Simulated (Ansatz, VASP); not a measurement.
HgSe3: VASP beside Ansatz

```
Hg Se
1.0
     5.82109    0.00000    0.00000
     0.00000    5.82109    0.00000
     0.00000    0.00000    2.74973
Hg Se
1 3
Cartesian
  0.0000 0.0000 0.0000
  0.0000 2.9105 1.3749
  2.9105 0.0000 1.3749
  2.9105 2.9105 0.0000
```

Alike in both runs: functional PBE; k mesh 8 × 8 × 16; occupations gaussian, width 0.1 eV; no spin polarisation.

Ansatz relaxed the structure, and its values are those at the end. VASP's run is a single point on that final structure, the one shown.

|  | VASP | Ansatz |
| --- | --- | --- |
| version | VASP 6.6.1 | Ansatz 0.2.0 |
| potentials or method | VASP PAW PBE potentials, release 64 (Hg, Se), cutoff 520 eV | scalar-relativistic, plane waves, PAW |
| valence electrons in the cell | 30 | 68 |

VASP gave:

| Property | Result |
| --- | --- |
| gap on the k mesh at the Fermi level (eV) | none |
| pressure (GPa) | 0.1 |

What did Ansatz give for the same quantities?

gap on the k mesh at the Fermi level (eV): none; pressure (GPa): 0.0.

A gap of «none» marks a metal or a gap that the smearing closes. VASP's potentials hold 30 valence electrons a cell and Ansatz's 68, so a difference there can come from the potentials and not from the codes.

Spin-orbit coupling is off throughout.
